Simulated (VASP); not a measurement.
Set up this calculation in VASP 6.6.1, as the native input.

* Task: single point
* Functional: PBEsol
* Potentials or basis: VASP PAW PBE potentials, release 64 (Zr_sv, H)
* Cutoff: 520 eV
* k mesh: 16 × 16 × 16
* Occupations: gaussian, width 0.1 eV
* Spin: no spin polarisation
* Dipole correction: no
* Further INCAR settings: ALGO = Normal; EDIFF = 1e-06; NBANDS = 14

The structure of ZrH lies in POSCAR:

```
ZrH
1.0
   -1.6064597758      1.6984946951      2.6647874611
    1.6064597758     -1.6428469494      2.6282598254
    1.6064597758      1.6428469494     -2.6282598254
Zr H
1 1
Direct
   -0.0008487694     -0.0169414201      0.0160926507
    0.7508487694      0.2669414201      0.4839073493
```

This cell differs from its parent crystal: strained and its atoms moved.

These files were run (other wordings do the same):

INCAR

```
  ALGO = Normal
  EDIFF = 1E-6
  ENCUT = 520
  GGA = PS
  ISIF = 2
  ISMEAR = 0
  LASPH = True
  LCHARG = False
  LREAL = False
  LWAVE = False
  NBANDS = 14
  NELM = 100
  PREC = Accurate
  SIGMA = 0.1
```

KPOINTS

```
k-points
0
Gamma
  16 16 16
```

Potentials or basis: VASP PAW PBE potentials, release 64 (Zr_sv, H).

Command:

```sh
$ cat potpaw_PBE.64/Zr_sv/POTCAR potpaw_PBE.64/H/POTCAR > POTCAR
$ mpirun -np 1 vasp_std > vasp.out
```

Results of the run:

| Item | Value |
| --- | --- |
| Pressure | -8.0 GPa |
| Largest force | 0.815 eV/Å |

Caveat: the cell differs from its parent crystal (strained and its atoms moved); the PAW data sets were made with another functional, which shifts forces and pressure a little.

It took 5.8 min on 1 thread of Oxide Virtual Turin-like Processor, on a shared host, peak memory 0.48 GiB.
